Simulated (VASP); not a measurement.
A run of VASP 6.6.1 is set up as follows.

Contents of INCAR:

```
SYSTEM = LiH3
  PREC = Accurate
  ENCUT = 600
  EDIFF = 1E-6
  ISMEAR = 0
  SIGMA = 0.1
  LREAL = .FALSE.
  LASPH = .TRUE.
  NELM = 60
  ALGO = Normal
  ISIF = 3
  LWAVE = .FALSE.
  LCHARG = .FALSE.
  GGA = PE
  IBRION = 2
  NSW = 100
  EDIFFG = -0.01
```

The input KPOINTS:

```
Automatic mesh
0
G
  18 18 18
  0 0 0
```

File POSCAR:

```
LiH3
1.0
   -1.7687892387      1.7687892387      1.7687892387
    1.7687892387     -1.7687892387      1.7687892387
    1.7687892387      1.7687892387     -1.7687892387
Li H
1 3
Direct
    0.0000000000      0.0000000000      0.0000000000
    0.0000000000      0.5000000000      0.5000000000
    0.5000000000      0.0000000000      0.5000000000
    0.5000000000      0.5000000000      0.0000000000
```

Potentials or basis: VASP PAW PBE potentials, release 64 (Li_sv, H).

Command:

```sh
$ cat potpaw_PBE.64/Li_sv/POTCAR potpaw_PBE.64/H/POTCAR > POTCAR
$ mpirun -np 1 vasp_std > vasp.out
```

Estimate the band gap on the k mesh.

zero (band 3 reaches 5.65 eV, above the bottom of band 4 at -1.56 eV).

Final structure:
```
Li H
1.0
    -1.76879    1.76879    1.76879
     1.76879   -1.76879    1.76879
     1.76879    1.76879   -1.76879
Li H
1 3
Direct
  0.00000 0.00000 0.00000
  0.00000 0.50000 0.50000
  0.50000 0.00000 0.50000
  0.50000 0.50000 0.00000
```

Caveat: the relaxation stopped at its first step, so nothing moved.
